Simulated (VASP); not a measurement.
Runs of VASP 6.6.1 on Ga. The structure is that of space group P6_3/mmc (No. 194), or close to it. The cells are those of the table. This isn't the form of Ga at room conditions, which is orthorhombic.

```csv
task,cell,k mesh,cutoff (eV),gap on the mesh (eV),pressure (GPa),relaxed volume (Å³/atom)
single point,"a = 3.273, b = 3.273, c = 8.914 Å, angles 90.0, 90.0, 120.0°, 4 atoms",6 × 6 × 2,520,none,83.1,-
relaxation of cell and atoms,"relaxed from a = 3.273, b = 3.273, c = 8.914 Å, angles 90.0, 90.0, 120.0°, 4 atoms",6 × 6 × 2,600,none,-0.1,(a)
single point,"a = 4.343, b = 4.343, c = 5.220 Å, angles 90.0, 90.0, 120.0°, 4 atoms",12 × 12 × 10,520,none,-0.1,-
single point,"a = 4.409, b = 4.409, c = 5.064 Å, angles 90.0, 90.0, 120.0°, 4 atoms",6 × 6 × 2,520,none,0.0,-
single point,"a = 4.375, b = 4.375, c = 5.159 Å, angles 90.0, 90.0, 120.0°, 4 atoms",6 × 6 × 4,520,none,-0.2,-
relaxation of cell and atoms,"relaxed from a = 4.409, b = 4.409, c = 5.064 Å, angles 90.0, 90.0, 120.0°, 4 atoms",6 × 6 × 4,600,none,-0.2,21.43
```

Alike in all rows: level PBEsol; potentials or basis VASP PAW PBE potentials, release 64 (Ga_d); no spin polarisation; smearing gaussian 0.1 eV.

Problem. Estimate the missing entries.

Solution. (a) 21.20.

Caveats: some runs use coarse meshes; the PAW data sets were made with another functional, which shifts forces and pressure a little; a cell axis changed by over 15 % at a fixed basis, so the end point is rough (at least some runs).

A k mesh can miss the band edges, and the runs leave out spin-orbit coupling on Ga.

A gap of «none» marks levels without a gap at the run's occupations.
